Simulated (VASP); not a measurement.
NaB4:

```xyz
5
Lattice="2.8576 0.0000 0.0000 0.0000 3.0507 0.0000 0.0000 0.0000 5.2840" Properties=species:S:1:pos:R:3 pbc="T T T"
Na    1.4288    1.5254    2.6420
B     0.0000    1.5254    4.4034
B     0.0000    0.0000    1.7613
B     0.0000    0.0000    3.5227
B     0.0000    1.5254    0.8807
```

| Item | Value |
| --- | --- |
| Program | VASP 6.6.1 |
| Task | relaxation of cell and atoms |
| Functional | PBE |
| Potentials or basis | VASP PAW PBE potentials, release 64 (Na_sv, B) |
| Cutoff | 970 eV |
| k mesh | 6 × 6 × 4 |
| Occupations | gaussian, width 0.1 eV |
| Spin | no spin polarisation |

At the start: pressure 20.8 GPa; volume 9.21 Å³/atom.

Q: How do energy, volume and symmetry change on relaxing?

A: Over 26 steps the energy falls by 537.1 meV/atom and the volume is 13.09 Å³/atom (+42.1 %); space group Pmmm (No. 47, to 0.1 Å) before and after.

The path:
```tsv
step	energy change (eV)	largest force (eV/Å)	pressure (GPa)	volume (Å³)
1	0.0000	1.8298	20.82	46.07
2	-0.7313	0.8680	-2.77	54.50
3	-0.7319	0.8090	-2.38	54.26
4	-1.1266	0.8051	-0.15	55.24
5	-1.6362	0.6438	13.21	57.15
6	-1.7683	0.5155	11.48	58.42
7	-1.9609	0.3022	6.22	62.18
8	-2.1024	0.4461	2.69	63.01
9	-2.1650	0.6349	-5.34	65.28
10	-2.1918	0.6005	-2.82	64.50
11	-2.1919	0.5968	-2.63	64.45
12	-2.2108	0.5788	-2.10	64.07
13	-2.2532	0.5320	-0.53	62.96
14	-2.2810	0.4799	2.42	60.74
15	-2.3110	0.4883	2.59	60.81
16	-2.3992	0.4697	3.10	61.00
17	-2.5427	0.2400	4.16	61.30
18	-2.4590	1.4458	7.51	61.56
19	-2.5881	0.5091	5.15	61.43
20	-2.6375	0.2818	3.08	62.57
21	-2.6712	0.1551	-0.13	64.55
22	-2.6714	0.1480	-0.43	64.75
23	-2.6808	0.1806	0.13	64.96
24	-2.6811	0.2069	0.25	65.01
25	-2.6829	0.1577	0.19	65.12
26	-2.6855	0.0348	-0.01	65.45
```

Final structure:
```yaml
crystal:
  lattice:
    - [3.60474, 0.00000, 0.00000]
    - [0.00000, 3.14200, 0.00000]
    - [0.00000, 0.00000, 5.77910]
  atoms:
    - { symbol: Na, position: [0.50000, 0.50000, 0.50000] }
    - { symbol: B, position: [0.00000, 0.50000, 0.84249] }
    - { symbol: B, position: [0.00000, 0.00000, 0.17493] }
    - { symbol: B, position: [0.00000, 0.00000, 0.82507] }
    - { symbol: B, position: [0.00000, 0.50000, 0.15751] }
```

Caveat: the k points lie up to 0.33 Å⁻¹ apart in the final cell, too coarse for converged energies and pressures of a metal; the volume moved by over 15 % at a fixed basis, so the end points are rough.
